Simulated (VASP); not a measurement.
# Al12H in VASP: a series of runs

The runs below take Al12H through single point, with PBEsol.

Program: VASP 6.6.1. These are calculated values, not measurements. Logs are shortened: lines on timing, memory, paths and dates and some standing lists are left out, and cuts for length are marked.

## Step 1: The cell of the first run

The cell holds a slab with vacuum, 13 atoms: a = 5.679 Å, b = 5.679 Å, c = 21.141 Å, α = 90.00°, β = 90.00°, γ = 90.00°.

## Step 2: Single point, PBEsol

INCAR reads:

```
SYSTEM = Al12H
PREC = Accurate
ENCUT = 520
EDIFF = 1E-6
ISMEAR = 0
SIGMA = 0.1
LREAL = .False.
LASPH = .True.
NELM = 60
ALGO = Normal
ISIF = 2
LWAVE = .False.
LCHARG = .False.
LDIPOL = .True.
IDIPOL = 3
DIPOL = 0.5 0.5 0.299
GGA = PS
NBANDS = 30
```

KPOINTS reads:

```
regular mesh
0
Gamma
  5 5 1
  0 0 0
```

POSCAR reads:

```
Al12H
1.0
    5.6788540124      0.0000000000      0.0000000000
    0.0000000000      5.6788540124      0.0000000000
    0.0000000000      0.0000000000     21.1413451746
Al H
12 1
Direct
    0.2500000000      0.2500000000      0.1892027195
    0.2500000000      0.7500000000      0.1892027195
    0.7500000000      0.2500000000      0.1892027195
    0.7500000000      0.7500000000      0.1892027195
    0.0000000000      0.0000000000      0.2870821533
    0.0000000000      0.5000000000      0.2870821533
    0.5000000000      0.0000000000      0.2870821533
    0.5000000000      0.5000000000      0.2870821533
    0.2500000000      0.2500000000      0.3850911618
    0.2500000000      0.7500000000      0.3850911618
    0.7500000000      0.2500000000      0.3850911618
    0.7500000000      0.7500000000      0.3850911618
    0.5000000000      0.5000000000      0.4409059640
```

Potentials or basis: VASP PAW PBE potentials, release 64 (Al, H).

Launch:

```
cat potpaw_PBE.64/Al/POTCAR potpaw_PBE.64/H/POTCAR > POTCAR
mpirun -np 1 vasp_std > vasp.out
```

OUTCAR:

```text
SYSTEM = Al12H
   PREC = Accurate
   ENCUT = 520
   EDIFF = 1E-6
   ISMEAR = 0
   LREAL = .False.
   LASPH = .True.
   NELM = 60
   ISIF = 2
   GGA = PS

 ion  position               nearest neighbor table
   1  0.250  0.250  0.189-   2 2.84   3 2.84   2 2.84   3 2.84   7 2.88   8 2.88   5 2.88   6 2.88

   2  0.250  0.750  0.189-   1 2.84   4 2.84   1 2.84   4 2.84   7 2.88   8 2.88   5 2.88   6 2.88

   3  0.750  0.250  0.189-   1 2.84   4 2.84   4 2.84   1 2.84   7 2.88   8 2.88   5 2.88   6 2.88
[... 15 lines left out ...]
  11  0.750  0.250  0.385-   9 2.84  12 2.84  12 2.84   9 2.84   5 2.89   6 2.89   7 2.89   8 2.89

  12  0.750  0.750  0.385-  10 2.84  11 2.84  11 2.84  10 2.84   5 2.89   6 2.89   7 2.89   8 2.89

  13  0.500  0.500  0.441-

  LATTYP: Found a simple tetragonal cell.
 ALAT       =     5.6788540124
 C/A-ratio  =     3.7228189223

  Lattice vectors:

 A1 = (   5.6788540124,   0.0000000000,   0.0000000000)
 A2 = (   0.0000000000,   5.6788540124,   0.0000000000)
 A3 = (   0.0000000000,   0.0000000000,  21.1413451746)

Analysis of symmetry for initial positions (statically):
=====================================================================
 Subroutine PRICEL returns:
 Original cell was already a primitive cell.

 Routine SETGRP: Setting up the symmetry group for a
 simple tetragonal supercell.

 Subroutine GETGRP returns: Found  8 space group operations
 (whereof  8 operations were pure point group operations)
 out of a pool of 16 trial point group operations.

The static configuration has the point symmetry C_4v.

Analysis of symmetry for dynamics (positions and initial velocities):
=====================================================================
 Subroutine PRICEL returns:
 Original cell was already a primitive cell.

 Routine SETGRP: Setting up the symmetry group for a
 simple tetragonal supercell.

 Subroutine GETGRP returns: Found  8 space group operations
 (whereof  8 operations were pure point group operations)
 out of a pool of 16 trial point group operations.

The dynamic configuration has the point symmetry C_4v.

 Subroutine INISYM returns: Found  8 space group operations
 (whereof  8 operations are pure point group operations),
 and found     1 'primitive' translations

----------------------------------------------------------------------------------------

                                     Primitive cell

  volume of cell :     681.7953

  direct lattice vectors                    reciprocal lattice vectors
     5.678854012  0.000000000  0.000000000     0.176091866  0.000000000  0.000000000
     0.000000000  5.678854012  0.000000000     0.000000000  0.176091866  0.000000000
     0.000000000  0.000000000 21.141345175     0.000000000  0.000000000  0.047300680

  length of vectors
     5.678854012  5.678854012 21.141345175     0.176091866  0.176091866  0.047300680

  position of ions in fractional coordinates (direct lattice)
     0.250000000  0.250000000  0.189202720
     0.250000000  0.750000000  0.189202720
     0.750000000  0.250000000  0.189202720
     0.750000000  0.750000000  0.189202720
     0.000000000  0.000000000  0.287082153
     0.000000000  0.500000000  0.287082153
     0.500000000  0.000000000  0.287082153
     0.500000000  0.500000000  0.287082153
     0.250000000  0.250000000  0.385091162
     0.250000000  0.750000000  0.385091162
     0.750000000  0.250000000  0.385091162
     0.750000000  0.750000000  0.385091162
     0.500000000  0.500000000  0.440905964

  ion indices of the primitive-cell ions
   primitive index   ion index
                 1           1
                 2           2
                 3           3
                 4           4
                 5           5
                 6           6
                 7           7
                 8           8
                 9           9
                10          10
                11          11
                12          12
                13          13

----------------------------------------------------------------------------------------

 KPOINTS: regular mesh

Automatic generation of k-mesh.
 Grid dimensions read from file:
 generate k-points for:    5    5    1

 Generating k-lattice:

  Cartesian coordinates                     Fractional coordinates (reciprocal lattice)
     0.035218373  0.000000000  0.000000000     0.200000000  0.000000000  0.000000000
     0.000000000  0.035218373  0.000000000     0.000000000  0.200000000  0.000000000
     0.000000000  0.000000000  0.047300680     0.000000000  0.000000000  1.000000000

  Length of vectors
     0.035218373  0.035218373  0.047300680

  Shift w.r.t. Gamma in fractional coordinates (k-lattice)
     0.000000000  0.000000000  0.000000000

 Subroutine IBZKPT returns following result:
 ===========================================

 Found      6 irreducible k-points:

 Following reciprocal coordinates:
            Coordinates               Weight
  0.000000  0.000000  0.000000      1.000000
  0.200000  0.000000  0.000000      4.000000
  0.400000  0.000000  0.000000      4.000000
  0.200000  0.200000  0.000000      4.000000
  0.400000  0.200000  0.000000      8.000000
  0.400000  0.400000  0.000000      4.000000
   k-points           NKPTS =      6   k-points in BZ     NKDIM =      6   number of bands    NBANDS=     30
   number of dos      NEDOS =    301   number of ions     NIONS =     13
   total plane-waves  NPLWV = 282240
   dimension x,y,z NGX =    42 NGY =   42 NGZ =  160
   dimension x,y,z NGXF=    84 NGYF=   84 NGZF=  320
   ions per type =              12   1
   NGX,Y,Z   is equivalent  to a cutoff of  12.30, 12.30, 12.58 a.u.
   NGXF,Y,Z  is equivalent  to a cutoff of  24.59, 24.59, 25.16 a.u.
 SYSTEM =  Al12H
   PREC   = accura    normal or accurate (medium, high low for compatibility)
   ISTART =      0    job   : 0-new  1-cont  2-samecut
   ICHARG =      2    charge: 1-file 2-atom 10-const
   ISPIN  =      1    spin polarized calculation?
   LNONCOLLINEAR =      F non collinear calculations
   LSORBIT =      F    spin-orbit coupling
   LASPH  =      T    aspherical Exc in radial PAW
   ENCUT  =  520.0 eV  38.22 Ry    6.18 a.u.  10.56 10.56 39.31*2*pi/ulx,y,z
   NELM   =     60;   NELMIN=  2; NELMDL= -5     # of ELM steps
   EDIFF  = 0.1E-05   stopping-criterion for ELM
   LREAL  =      F    real-space projection
   EDIFFG = 0.1E-04   stopping-criterion for IOM
   NSW    =      0    number of steps for IOM
   IBRION =     -1    ionic relax: 0-MD 1-quasi-New 2-CG
   NFREE  =      0    steps in history (QN), initial steepest desc. (CG)
   ISIF   =      2    stress and relaxation
   ISYM   =      2    0-nonsym 1-usesym 2-fastsym
   POTIM  = 0.5000    time-step for ionic-motion
   TEBEG  =    0.0;   TEEND  =   0.0 temperature during run
   PSTRESS=    0.0 pullay stress
   NELECT =      37.0000    total number of electrons
   NUPDOWN=      -1.0000    fix difference up-down
   EMIN   =  10.00;   EMAX   =-10.00  energy-range for DOS
   EFERMI =   0.00;   METHOD = LEGACY
   ISMEAR =     0;   SIGMA  =   0.10  broadening in eV -4-tet -1-fermi 0-gaus
   EFERMI_NEDOS =   21; number of points for ismear=-14 and -15
   IALGO  =     38    algorithm
   IMIX   =      4    mixing-type and parameters
     AMIX     =   0.40;   BMIX     =  1.00
     AMIX_MAG =   1.60;   BMIX_MAG =  1.00
  volume/ion in A,a.u.               =      52.45       353.92
  Fermi-wavevector in a.u.,A,eV,Ry     =   0.619808  1.171268  5.226846  0.384162
  Thomas-Fermi vector in A             =   1.678737
   LORBIT       =      0    0 simple, 1 ext, 2 COOP (PROOUT), +10 PAW based schemes
   GGA     = PS    functional components
   LHFCALC =     F    Hartree Fock is set to
   AEXX    =    0.0000 exact exchange contribution
   IVDW    =     0    specifies the selected vdW correction
   LEPSILON=     F    determine dielectric tensor
   LRPA    =     F    only Hartree local field effects (RPA)
 non-spin polarized calculation
 Gauss-broadening in eV      SIGMA  =   0.10
  energy-cutoff  :      520.00
  volume of cell :      681.80
 maximum number of plane-waves:     18411
 NGX is ok and might be reduce to    42
   NGX = 21   NGY = 21   NGZ = 79

 dipolmoment           0.000000      0.000000     -0.000924 electrons x Angstroem

 number of electron      36.9999998 magnetization

 dipolmoment           0.000000      0.000000      0.013080 electrons x Angstroem

 Free energy of the ion-electron system (eV)
  ---------------------------------------------------
  ext. energy  EPLUGINS =         0.00000000
  ---------------------------------------------------
  free energy    TOTEN  =       -47.60319410 eV

  energy without entropy =      -47.58110205  energy(sigma->0) =      -47.59214808

 E-fermi :  -0.7916     XC(G=0):  -3.9504

 val. band max:       -0.8506890097   @ k =   0.0000   0.0000   0.0000
 cond. band min:      -0.7358615740   @ k =   0.4000   0.0000   0.0000
 fundamental gap:      0.1148274357
 Fermi energy:        -0.7915723523

 k-point     1 :       0.0000    0.0000    0.0000
  band No.  band energies     occupation
      1     -11.0752      2.00000
      2      -9.0504      2.00000
      3      -6.6748      2.00000
      4      -6.6131      2.00000
      5      -6.6131      2.00000
      6      -6.5067      2.00000
[... 187 lines left out ...]
     29       2.1662      0.00000
     30       2.4109      0.00000

------------------------ aborting loop because EDIFF is reached ----------------------------------------

 vacuum level on the upper side and lower side of the slab       (xc-potential included)        -0.055        -0.096

  FORCE on cell =-STRESS in cart. coord.  units (eV):
  Direction    XX          YY          ZZ          XY          YZ          ZX
  --------------------------------------------------------------------------------------
  -------------------------------------------------------------------------------------
  Total       -9.5377778     -9.5377778     -0.5618530      0.0000000      0.0000000      0.0000000
  in kB      -22.4131943    -22.4131943     -1.3203201      0.0000000      0.0000000      0.0000000
  external PRESSURE =     -15.3822362 kB  Pullay stress =       0.0000000 kB

 VOLUME and BASIS-vectors are now :
 -----------------------------------------------------------------------------
  energy-cutoff  :      520.00
  volume of cell :      681.80
      direct lattice vectors                 reciprocal lattice vectors
     5.678854012  0.000000000  0.000000000     0.176091866  0.000000000  0.000000000
     0.000000000  5.678854012  0.000000000     0.000000000  0.176091866  0.000000000
     0.000000000  0.000000000 21.141345175     0.000000000  0.000000000  0.047300680

 POSITION                                       TOTAL-FORCE (eV/Angst)
 -----------------------------------------------------------------------------------
      1.41971      1.41971      4.00000         0.011612      0.011612     -0.035890
      1.41971      4.25914      4.00000         0.011612     -0.011612     -0.035890
      4.25914      1.41971      4.00000        -0.011612      0.011612     -0.035890
      4.25914      4.25914      4.00000        -0.011612     -0.011612     -0.035890
      0.00000      0.00000      6.06930        -0.000000     -0.000000     -0.010341
      0.00000      2.83943      6.06930        -0.000000     -0.000000      0.042667
      2.83943      0.00000      6.06930        -0.000000     -0.000000      0.042667
      2.83943      2.83943      6.06930        -0.000000     -0.000000      0.036050
      1.41971      1.41971      8.14135         0.012924      0.012924      0.200717
      1.41971      4.25914      8.14135         0.012924     -0.012924      0.200717
      4.25914      1.41971      8.14135        -0.012924      0.012924      0.200717
      4.25914      4.25914      8.14135        -0.012924     -0.012924      0.200717
      2.83943      2.83943      9.32135        -0.000000     -0.000000     -0.770351
 -----------------------------------------------------------------------------------
    total drift:                               -0.000000      0.000000      0.000160

  FREE ENERGIE OF THE ION-ELECTRON SYSTEM (eV)
  ---------------------------------------------------
  free  energy   TOTEN  =       -47.6031941037 eV

  energy  without entropy=      -47.5811020481  energy(sigma->0) =      -47.59214808

 vacuum level on the upper side and lower side of the slab         3.710         3.639
```

Run time: 4.3 min. Hardware: 1 thread of Intel Xeon Platinum 8559C (Emerald Rapids), shared host; peak memory 0.59 GiB.

What came out:

```
Free energy            : -47.6032 eV
Largest force          : 0.770 eV/Å
Band gap on the k mesh : zero (an odd number of electrons rules out a gap without spin polarisation)
```

Forces in eV/Å, atoms in the order of the input:
```
Al   0.012  0.012 -0.036
Al   0.012 -0.012 -0.036
Al  -0.012  0.012 -0.036
Al  -0.012 -0.012 -0.036
Al   0.000  0.000 -0.010
Al   0.000  0.000  0.043
Al   0.000  0.000  0.043
Al   0.000  0.000  0.036
Al   0.013  0.013  0.201
Al   0.013 -0.013  0.201
Al  -0.013  0.013  0.201
Al  -0.013 -0.013  0.201
H    0.000  0.000 -0.770
```

Levels at points of the mesh, in eV from the Fermi level:
```tsv
k point	band 15	band 16	band 17	band 18	band 19	band 20	band 21	band 22
(0.00, 0.00, 0.00)	-1.04	-0.87	-0.87	-0.77	-0.37	-0.07	-0.06	-0.06
```

Caveat: the PAW data sets were made with another functional, which shifts forces and pressure a little.

## Step 3: Single point, PBEsol

INCAR reads:

```
SYSTEM = Al12H
PREC = Accurate
ENCUT = 520
EDIFF = 1E-6
ISMEAR = 0
SIGMA = 0.1
LREAL = .FALSE.
LASPH = .TRUE.
NELM = 100
ALGO = Normal
ISIF = 2
LWAVE = .FALSE.
LCHARG = .FALSE.
LDIPOL = .TRUE.
IDIPOL = 3
DIPOL = 0.5 0.5 0.302
GGA = PS
NBANDS = 30
```

KPOINTS reads:

```
Automatic mesh
0
G
  5 5 1
  0 0 0
```

Edit POSCAR of step 2 so:

```diff
@@ -20,2 +20,2 @@
     0.7500000000      0.7500000000      0.3850911618
-    0.5000000000      0.5000000000      0.4409059640
+    0.5000000000      0.5000000000      0.4830035691
```

Potentials or basis: VASP PAW PBE potentials, release 64 (Al, H).

Launch:

```
cat potpaw_PBE.64/Al/POTCAR potpaw_PBE.64/H/POTCAR > POTCAR
mpirun -np 1 vasp_std > vasp.out
```

It took 4.9 min on 1 thread of Intel Xeon Platinum 8559C (Emerald Rapids), shared host; peak memory 0.58 GiB.

It converged, with:

- Free energy: -46.5657 eV
- Largest force: 1.307 eV/Å
- Band gap on the k mesh: zero (an odd number of electrons rules out a gap without spin polarisation)

Forces on the atoms (eV/Å):
```
Al  -0.058 -0.058  0.003
Al  -0.058  0.058  0.003
Al   0.058 -0.058  0.003
Al   0.058  0.058  0.003
Al   0.000  0.000 -0.065
Al   0.000  0.000  0.002
Al   0.000  0.000  0.002
Al   0.000  0.000  0.174
Al  -0.013 -0.013  0.295
Al  -0.013  0.013  0.295
Al   0.013 -0.013  0.295
Al   0.013  0.013  0.295
H    0.000  0.000 -1.307
```

Levels at points of the mesh, in eV from the Fermi level:
```tsv
k point	band 15	band 16	band 17	band 18	band 19	band 20	band 21	band 22	band 23	band 24
(0.00, 0.00, 0.00)	-0.75	-0.75	-0.72	-0.68	-0.34	0.00	0.02	0.02	0.59	1.55
```

Caveat: the PAW data sets were made with another functional, which shifts forces and pressure a little.

## Step 4: Single point, PBEsol

INCAR reads:

```
ALGO     = Normal         # electronic algorithm
DIPOL    = 0.5 0.5 0.307
EDIFF    = 1E-6           # SCF threshold, eV
ENCUT    = 520            # plane-wave cutoff, eV
GGA      = PS             # functional
IDIPOL   = 3            
ISIF     = 2              # what is computed and relaxed
ISMEAR   = 0              # smearing method
LASPH    = True           # aspherical terms in the spheres
LCHARG   = False          # write CHGCAR
LDIPOL   = True         
LREAL    = False          # projectors in reciprocal space
LWAVE    = False          # write WAVECAR
NBANDS   = 30             # bands
NELM     = 80             # most SCF steps
PREC     = Accurate       # precision mode
SIGMA    = 0.1            # smearing width, eV
```

KPOINTS reads:

```
k-points
0
Gamma
  5 5 1
```

Edit POSCAR of step 3 so:

```diff
@@ -20,2 +20,2 @@
     0.7500000000      0.7500000000      0.3850911618
-    0.5000000000      0.5000000000      0.4830035691
+    0.5000000000      0.5000000000      0.5397643849
```

Launch:

```
cat potpaw_PBE.64/Al/POTCAR potpaw_PBE.64/H/POTCAR > POTCAR
mpirun -np 1 vasp_std > vasp.out
```

Run time: 5.4 min. Hardware: 1 thread of Intel Xeon Platinum 8559C (Emerald Rapids), shared host; peak memory 0.61 GiB.

The run converged. Its results:

| Item | Value |
| --- | --- |
| Free energy | -45.3381 eV |
| Largest force | 0.642 eV/Å |
| Band gap on the k mesh | zero (an odd number of electrons rules out a gap without spin polarisation) |

Forces on the atoms (eV/Å):
```
Al  -0.034 -0.034  0.022
Al  -0.034  0.034  0.022
Al   0.034 -0.034  0.022
Al   0.034  0.034  0.022
Al   0.000  0.000 -0.033
Al   0.000  0.000 -0.003
Al   0.000  0.000 -0.003
Al   0.000  0.000  0.070
Al  -0.044 -0.044  0.130
Al  -0.044  0.044  0.130
Al   0.044 -0.044  0.130
Al   0.044  0.044  0.130
H    0.000  0.000 -0.642
```

Levels at points of the mesh, in eV from the Fermi level:
```
           k point  band 17  band 18  band 19  band 20  band 21  band 22
(0.00, 0.00, 0.00)    -0.74    -0.37    -0.25     0.00     0.01     0.01
```

Caveat: the PAW data sets were made with another functional, which shifts forces and pressure a little.

## Step 5: Overview

| cell | gap on the mesh (eV) | largest force (eV/Å) |
| --- | --- | --- |
| as given, atomic positions A | none | 0.77 |
| as given, atomic positions B | none | 1.31 |
| as given, atomic positions C | none | 0.64 |

Alike in all rows: task single point; level PBEsol; potentials or basis VASP PAW PBE potentials, release 64 (Al, H); no spin polarisation; k mesh 5 × 5 × 1; cutoff (eV) 520; smearing gaussian 0.1 eV.

Caveats: the PAW data sets were made with another functional, which shifts forces and pressure a little.

Total energies depend on the potentials used, so only differences within one code and one set of settings carry meaning.

The gap in the log of VASP goes by the Fermi energy; the results here count the filled bands.